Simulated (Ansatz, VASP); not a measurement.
Two plane-wave programs on TiO2

```xyz
6
Lattice="4.5912 0.0057 0.0000 0.0057 4.5912 0.0000 0.0000 0.0000 2.9390" Properties=species:S:1:pos:R:3 pbc="T T T"
Ti    0.0000    0.0000    0.0000
Ti    2.2985    2.2985    1.4695
O     1.3995    1.3995    0.0000
O     0.9025    3.6945    1.4695
O     3.1975    3.1975    0.0000
O     3.6945    0.9025    1.4695
```

Change from the starting cell: strain +0.0025 x Voigt [0, 0, 0, 0, 0, 1], atoms carried along.

Alike in both runs: task single point; functional PBEsol; k mesh 6 × 6 × 10; occupations gaussian, width 0.05 eV; no spin polarisation.

```csv
,VASP,Ansatz
version,VASP 6.6.1,Ansatz 0.2.0
potentials or method,"VASP PAW PBE potentials, release 64 (Ti_sv, O), cutoff 520 eV","scalar-relativistic, plane waves, PAW"
valence electrons in the cell,48,48
```

```csv
,VASP,Ansatz,Ansatz less VASP
gap on the k mesh at the Fermi level (eV),1.84,1.87,+0.029
least direct gap on the mesh (eV),1.84,1.87,+0.029
pressure (GPa),0.7,0.0,-0.68
"traceless stress, the component that is largest in VASP (GPa)",-0.58,-0.58,+0.004
rms of the force components (eV/Å),0.012,0.002,-0.0098
```

VASP's potentials were made for PBE, not for PBEsol. Atom by atom the forces differ by 0.012 eV/Å (rms over components).
